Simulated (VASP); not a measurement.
HgTe, 2 atoms in the cell. Symmetry: F-43m, No. 216, cubic system. The conventional cell has a = 6.429 Å, b = 6.429 Å, c = 6.429 Å, α = 90.00°, β = 90.00°, γ = 90.00°. Within 3.7 Å of Hg (site symmetry -43m) lie 4 Te at 2.78 Å. Te (site symmetry -43m) has 4 Hg at 2.78 Å within 3.7 Å. 

```yaml
Program: VASP 6.6.1
Task: relaxation of cell and atoms
Functional: PBE
Potentials_or_basis: VASP PAW PBE potentials, release 64 (Hg, Te)
Cutoff: 600 eV
k_mesh: 12 × 12 × 12
Occupations: gaussian, width 0.1 eV
Spin: no spin polarisation
Dipole_correction: no
Further_INCAR_settings: ALGO = Normal; EDIFF = 1e-06; IBRION = 2; EDIFFG = -0.005; NSW = 100; ISIF = 3
```

Potentials or basis: VASP PAW PBE potentials, release 64 (Hg, Te).

Launch:

```sh
$ cat potpaw_PBE.64/Hg/POTCAR potpaw_PBE.64/Te/POTCAR > POTCAR
$ mpirun -np 1 vasp_std > vasp.out
```

Hardware: 1 thread of Intel(R) Xeon(R) Platinum 8259CL CPU @ 2.50GHz (Skylake/Cascade Lake), with other jobs on the host.

Problem. How long does it take, and how much memory?

Solution. It took 2.2 min on 1 thread of Intel(R) Xeon(R) Platinum 8259CL CPU @ 2.50GHz (Skylake/Cascade Lake) (shared host), peak memory 0.28 GiB. Counts: scf iterations 32, k points 72, ion steps 3.
